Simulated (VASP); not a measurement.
# Si6NO10 (a cell with a defect) in VASP: relaxation of the atoms with PBEsol

Aim: the relaxation of the atoms of Si6NO10 (a cell with a defect) with PBEsol.

Program: VASP 6.6.1. These are calculated values, not measurements. Logs are shortened: lines on timing, memory, paths and dates and some standing lists are left out, and cuts for length are marked.

### 1 The cell of the first run

The cell holds a defect, 17 atoms: a = 6.961 Å, b = 6.961 Å, c = 6.961 Å, α = 69.65°, β = 69.65°, γ = 69.65°.

### 2 Relaxation of the atoms, PBEsol

Contents of INCAR:

```
SYSTEM = Si6NO10
ALGO = Normal ; EDIFF = 1E-6
EDIFFG = -0.03 ; ENCUT = 520
GGA = PS ; IBRION = 2
ISIF = 2 ; ISMEAR = -1
LASPH = .True. ; LCHARG = .False.
LREAL = Auto ; LWAVE = .False.
NELECT = 90.0 ; NELM = 100
NSW = 80 ; PREC = Accurate
SIGMA = 0.05
```

Contents of KPOINTS:

```
k-points
0
Gamma
  2 2 2
  0 0 0
```

Contents of POSCAR:

```
Si6NO10
1.0
   -3.9755720000     -2.2952980000      5.2330850000
    3.9755720000     -2.2952980000      5.2330850000
    0.0000000000      4.5905950000      5.2330850000
Si O N
6 10 1
Direct
    0.0343290600      0.4656709100      0.2500000400
    0.2499999900      0.0343290700      0.4656709600
    0.4656709100      0.2499999800      0.0343291300
    0.5343290400      0.9656708900      0.7500001300
    0.7499999700      0.5343290500      0.9656710500
    0.9656708900      0.7499999600      0.5343292200
    0.4405117600      0.0594882200      0.2500000400
    0.2499999900      0.4405117600      0.0594882800
    0.0594882200      0.2499999900      0.4405118100
    0.4999999900      0.1664816400      0.8335184200
    0.8335183100      0.4999999800      0.1664817600
    0.9405117400      0.5594881900      0.7500001300
    0.7499999600      0.9405117400      0.5594883700
    0.5594882000      0.7499999700      0.9405119000
    0.3335183300     -0.0000000100      0.6664817200
    0.6664816500      0.3335183100      0.0000000700
   -0.0000000200      0.6664816600      0.3335183900
```

Potentials or basis: VASP PAW PBE potentials, release 64 (Si, O, N).

Launch:

```sh
$ cat potpaw_PBE.64/Si/POTCAR potpaw_PBE.64/O/POTCAR potpaw_PBE.64/N/POTCAR > POTCAR
$ mpirun -np 1 vasp_std > vasp.out
```

OUTCAR:

```text
SYSTEM = Si6NO10
   EDIFF = 1E-6
   EDIFFG = -0.03
   ENCUT = 520
   GGA = PS
   IBRION = 2
   ISIF = 2
   ISMEAR = -1
   LASPH = .True.
   LREAL = Auto
   NELECT = 90.0
   NELM = 100
   NSW = 80
   PREC = Accurate

 ion  position               nearest neighbor table
   1  0.034  0.466  0.250-  11 1.61  17 1.61   9 1.62   8 1.62   2 2.97   3 2.97   5 3.08   6 3.08

   2  0.250  0.034  0.466-  15 1.61   9 1.62   7 1.62   1 2.97   3 2.97   6 3.08   4 3.08
   3  0.466  0.250  0.034-  10 1.61  16 1.61   7 1.62   8 1.62   2 2.97   1 2.97   4 3.08   5 3.08

   4  0.534  0.966  0.750-  10 1.61  15 1.61  13 1.62  14 1.62   5 2.97   6 2.97   3 3.08   2 3.08

   5  0.750  0.534  0.966-  11 1.61  16 1.61  14 1.62  12 1.62   4 2.97   6 2.97   1 3.08   3 3.08

   6  0.966  0.750  0.534-  17 1.61  12 1.62  13 1.62   5 2.97   4 2.97   2 3.08   1 3.08
   7  0.441  0.059  0.250-   3 1.62   2 1.62
   8  0.250  0.441  0.059-   3 1.62   1 1.62
   9  0.059  0.250  0.441-   2 1.62   1 1.62
  10  0.500  0.166  0.834-   3 1.61   4 1.61
  11  0.834  0.500  0.166-   5 1.61   1 1.61
  12  0.941  0.559  0.750-   6 1.62   5 1.62
  13  0.750  0.941  0.559-   4 1.62   6 1.62
  14  0.559  0.750  0.941-   5 1.62   4 1.62
  15  0.334  1.000  0.666-   4 1.61   2 1.61
  16  0.666  0.334  0.000-   3 1.61   5 1.61
  17  1.000  0.666  0.334-   1 1.61   6 1.61

  LATTYP: Found a trigonal (rhomboedric) cell.
 ALAT       =     6.9612312899
 COS(alpha) =     0.3476853540

  Lattice vectors:

 A1 = (  -3.9755720000,  -2.2952980000,   5.2330850000)
 A2 = (   3.9755720000,  -2.2952980000,   5.2330850000)
 A3 = (   0.0000000000,   4.5905950000,   5.2330850000)

Analysis of symmetry for initial positions (statically):
=====================================================================
 Subroutine PRICEL returns:
 Original cell was already a primitive cell.

 Routine SETGRP: Setting up the symmetry group for a
 trigonal (rhombohedral) supercell.

 Subroutine GETGRP returns: Found  1 space group operations
 (whereof  1 operations were pure point group operations)
 out of a pool of 12 trial point group operations.

The static configuration has the point symmetry C_1 .

Analysis of symmetry for dynamics (positions and initial velocities):
=====================================================================
 Subroutine PRICEL returns:
 Original cell was already a primitive cell.

 Routine SETGRP: Setting up the symmetry group for a
 trigonal (rhombohedral) supercell.

[... 117 lines left out ...]
   EDIFF  = 0.1E-05   stopping-criterion for ELM
   LREAL  =      T    real-space projection
   EDIFFG = -.3E-01   stopping-criterion for IOM
   NSW    =     80    number of steps for IOM
   IBRION =      2    ionic relax: 0-MD 1-quasi-New 2-CG
   NFREE  =      1    steps in history (QN), initial steepest desc. (CG)
   ISIF   =      2    stress and relaxation
   ISYM   =      2    0-nonsym 1-usesym 2-fastsym
   POTIM  = 0.5000    time-step for ionic-motion
   TEBEG  =    0.0;   TEEND  =   0.0 temperature during run
   PSTRESS=    0.0 pullay stress
   NELECT =      90.0000    total number of electrons
   NUPDOWN=      -1.0000    fix difference up-down
   EMIN   =  10.00;   EMAX   =-10.00  energy-range for DOS
   EFERMI =   0.00;   METHOD = LEGACY
   ISMEAR =    -1;   SIGMA  =   0.05  broadening in eV -4-tet -1-fermi 0-gaus
   EFERMI_NEDOS =   21; number of points for ismear=-14 and -15
   IALGO  =     38    algorithm
   IMIX   =      4    mixing-type and parameters
     AMIX     =   0.40;   BMIX     =  1.00
     AMIX_MAG =   1.60;   BMIX_MAG =  1.00
  volume/ion in A,a.u.               =      16.85       113.74
  Fermi-wavevector in a.u.,A,eV,Ry     =   1.112858  2.102997 16.850177  1.238453
  Thomas-Fermi vector in A             =   2.249437
   LORBIT       =      0    0 simple, 1 ext, 2 COOP (PROOUT), +10 PAW based schemes
   GGA     = PS    functional components
   LHFCALC =     F    Hartree Fock is set to
   AEXX    =    0.0000 exact exchange contribution
   IVDW    =     0    specifies the selected vdW correction
   LEPSILON=     F    determine dielectric tensor
   LRPA    =     F    only Hartree local field effects (RPA)
 conjugate gradient relaxation of ions
 non-spin polarized calculation
  energy-cutoff  :      520.00
  volume of cell :      286.52
 maximum number of plane-waves:      7741
 NGX is ok and might be reduce to    54
   NGX = 25   NGY = 25   NGZ = 25

--------------------------------------- Ionic step        1  -------------------------------------------

 number of electron      90.0000008 magnetization

 Free energy of the ion-electron system (eV)
  ---------------------------------------------------
  ext. energy  EPLUGINS =         0.00000000
  ---------------------------------------------------
  free energy    TOTEN  =      -133.13177090 eV

  energy without entropy =     -133.13177090  energy(sigma->0) =     -133.13177090

------------------------ aborting loop because EDIFF is reached ----------------------------------------

  FORCE on cell =-STRESS in cart. coord.  units (eV):
  Direction    XX          YY          ZZ          XY          YZ          ZX
  --------------------------------------------------------------------------------------
  -------------------------------------------------------------------------------------
  Total       15.8902311     13.3350238     10.3551616     -0.1530580      4.5400175      1.7518146
  in kB       88.8573009     74.5687218     57.9054957     -0.8558921     25.3875291      9.7960512
  external PRESSURE =      73.7771728 kB  Pullay stress =       0.0000000 kB
[... 134 lines left out ...]
  FREE ENERGIE OF THE ION-ELECTRON SYSTEM (eV)
  ---------------------------------------------------
  free  energy   TOTEN  =      -133.5452112717 eV

  energy  without entropy=     -133.5452112717  energy(sigma->0) =     -133.54521127

[... ionic steps 4 to 33 ...]

--------------------------------------- Ionic step       34  -------------------------------------------

 number of electron      90.0000010 magnetization

------------------------ aborting loop because EDIFF is reached ----------------------------------------
[... 97 lines left out ...]
--------------------------------------- Ionic step       36  -------------------------------------------

 number of electron      90.0000011 magnetization

 Free energy of the ion-electron system (eV)
  ---------------------------------------------------
  ext. energy  EPLUGINS =         0.00000000
  ---------------------------------------------------
  free energy    TOTEN  =      -134.32085984 eV

  energy without entropy =     -134.32085984  energy(sigma->0) =     -134.32085984

 E-fermi :   2.1589     XC(G=0):  -7.9451

 val. band max:        0.9148796745   @ k =   0.5000   0.0000   0.5000
 cond. band min:       4.9466158335   @ k =   0.0000   0.0000   0.5000
 fundamental gap:      4.0317361590
 Fermi energy:         2.1589031393

 k-point     1 :       0.0000    0.0000    0.0000
  band No.  band energies     occupation
      1     -19.9455      2.00000
      2     -19.1113      2.00000
      3     -19.0001      2.00000
      4     -18.7325      2.00000
      5     -18.3796      2.00000
      6     -18.1841      2.00000
[... 489 lines left out ...]
  FREE ENERGIE OF THE ION-ELECTRON SYSTEM (eV)
  ---------------------------------------------------
  free  energy   TOTEN  =      -134.3208598357 eV

  energy  without entropy=     -134.3208598357  energy(sigma->0) =     -134.32085984

 reached required accuracy - stopping structural energy minimisation
```

OSZICAR:

```text
N       E                     dE             d eps       ncg     rms          rms(c)
DAV:   1     0.661914866307E+03    0.66191E+03   -0.45147E+04   872   0.149E+03
DAV:   2    -0.897599811242E+02   -0.75167E+03   -0.73850E+03  1102   0.341E+02
DAV:   3    -0.152128614785E+03   -0.62369E+02   -0.62180E+02   976   0.111E+02
[... 337 lines left out ...]
DAV:   2    -0.134320877956E+03   -0.15973E-03   -0.18890E-03  1024   0.201E-01    0.295E-02
DAV:   3    -0.134320866210E+03    0.11746E-04   -0.35668E-05  1032   0.349E-02    0.195E-02
DAV:   4    -0.134320860637E+03    0.55729E-05   -0.60812E-05  1024   0.492E-02    0.885E-03
DAV:   5    -0.134320860552E+03    0.85538E-07   -0.11521E-05   960   0.180E-02    0.835E-03
DAV:   6    -0.134320859836E+03    0.71602E-06   -0.42263E-06   848   0.113E-02
  36 F= -.13432086E+03 E0= -.13432086E+03  d E =-.155341E-03
```

Run time: 1.6 h. Hardware: 1 thread of Oxide Virtual Turin-like, shared host; peak memory 0.43 GiB.

Results:

| Property | Result |
| --- | --- |
| Free energy | -134.3209 eV |
| Energy gained by relaxing | 69.9 meV/atom |
| Ionic steps | 36 |
| Largest force after relaxing | 0.024 eV/Å |

Forces in eV/Å, atoms in the order of the input:
```
Si   0.009 -0.009 -0.014
Si  -0.008  0.018  0.003
Si   0.006 -0.005  0.019
Si   0.000  0.022 -0.009
Si   0.001  0.004 -0.007
Si  -0.013  0.005  0.001
O    0.003 -0.001 -0.004
O    0.000  0.001 -0.010
O    0.005 -0.011  0.001
O   -0.003  0.000 -0.009
O   -0.006 -0.023  0.004
O    0.017  0.002 -0.005
O   -0.004 -0.003 -0.006
O   -0.009  0.005  0.017
O    0.000 -0.002 -0.002
O    0.004 -0.006  0.014
N   -0.001  0.003  0.008
```

The path:
```tsv
step	energy change (eV)	largest force (eV/Å)	pressure (GPa)
1	0.0000	4.0202	7.38
2	0.6464	5.8186	5.75
3	-0.4134	1.9939	6.08
4	-0.7491	1.4821	1.63
5	-0.7658	1.1550	2.36
6	-0.9156	1.5069	0.84
7	-0.9222	1.2085	1.07
8	-0.9723	1.8858	0.70
9	-1.0002	0.8779	0.80
10	-1.0689	1.0143	1.11
11	-1.0690	1.0406	1.12
12	-1.1161	0.5731	1.21
13	-1.1161	0.5371	1.20
14	-1.1383	0.3918	1.14
15	-1.1394	0.5686	1.12
16	-1.1564	0.2962	0.88
17	-1.1568	0.3606	0.84
18	-1.1698	0.3067	0.67
19	-1.1700	0.3627	0.65
20	-1.1794	0.2387	0.51
21	-1.1794	0.2027	0.52
22	-1.1830	0.1539	0.59
23	-1.1831	0.1821	0.60
24	-1.1857	0.1663	0.66
25	-1.1857	0.1760	0.66
26	-1.1869	0.1405	0.67
27	-1.1870	0.0924	0.67
28	-1.1876	0.0705	0.62
29	-1.1877	0.0822	0.62
30	-1.1883	0.0407	0.57
31	-1.1885	0.0514	0.53
32	-1.1887	0.0423	0.50
33	-1.1887	0.0470	0.50
34	-1.1889	0.0306	0.49
35	-1.1889	0.0434	0.49
36	-1.1891	0.0239	0.49
```

Final structure:
```yaml
crystal:
  lattice:
    - [-3.97557, -2.29530, 5.23308]
    - [3.97557, -2.29530, 5.23308]
    - [0.00000, 4.59060, 5.23308]
  atoms:
    - { symbol: Si, position: [0.03836, 0.48146, 0.25637] }
    - { symbol: Si, position: [0.22078, 0.01566, 0.46935] }
    - { symbol: Si, position: [0.46039, 0.24165, 0.03862] }
    - { symbol: Si, position: [0.52991, 0.95861, 0.74604] }
    - { symbol: Si, position: [0.75730, 0.53358, 0.96589] }
    - { symbol: Si, position: [0.98596, 0.77489, 0.52596] }
    - { symbol: O, position: [0.42398, 0.04433, 0.25136] }
    - { symbol: O, position: [0.24800, 0.43341, 0.05586] }
    - { symbol: O, position: [0.05463, 0.25236, 0.44395] }
    - { symbol: O, position: [0.48617, 0.16119, 0.83549] }
    - { symbol: O, position: [0.83296, 0.49871, 0.17360] }
    - { symbol: O, position: [0.95248, 0.58234, 0.75651] }
    - { symbol: O, position: [0.75120, 0.95429, 0.56305] }
    - { symbol: O, position: [0.55632, 0.74254, 0.93873] }
    - { symbol: O, position: [0.33244, 0.97506, 0.66098] }
    - { symbol: O, position: [0.66764, 0.32926, 0.99752] }
    - { symbol: N, position: [0.03501, 0.68715, 0.32072] }
```

Levels at points of the mesh, in eV from the Fermi level:
| k point | band 42 | band 43 | band 44 | band 45 | band 46 | band 47 | band 48 | band 49 |
| --- | --- | --- | --- | --- | --- | --- | --- | --- |
| (0.00, 0.00, 0.00) | -3.34 | -2.73 | -1.60 | -1.29 | 2.84 | 3.50 | 3.72 | 4.28 |
| (0.50, 0.00, 0.00) | -3.37 | -2.58 | -1.61 | -1.28 | 2.79 | 3.42 | 4.15 | 4.49 |
| (0.00, 0.50, 0.00) | -3.35 | -2.55 | -1.59 | -1.36 | 2.94 | 3.53 | 3.89 | 4.55 |
| (0.00, 0.00, 0.50) | -3.43 | -2.67 | -1.53 | -1.31 | 2.79 | 3.55 | 4.13 | 4.49 |
| (0.50, 0.50, 0.00) | -3.24 | -2.46 | -1.59 | -1.29 | 3.11 | 3.60 | 3.85 | 4.31 |
| (0.50, 0.00, 0.50) | -3.34 | -2.57 | -1.53 | -1.24 | 3.28 | 3.51 | 3.97 | 4.12 |
| (0.00, 0.50, 0.50) | -3.26 | -2.51 | -1.56 | -1.30 | 3.31 | 3.71 | 3.95 | 4.14 |
| (0.50, 0.50, 0.50) | -3.35 | -2.39 | -1.57 | -1.28 | 3.22 | 3.56 | 3.95 | 4.62 |

Caveat: the k points lie up to 0.50 Å⁻¹ apart; the cell carries a net charge on a neutralising background, which shifts energy and pressure; the cell is charged against a uniform background, so pressure and absolute levels hang on convention; the PAW data sets were made with another functional, which shifts forces and pressure a little.
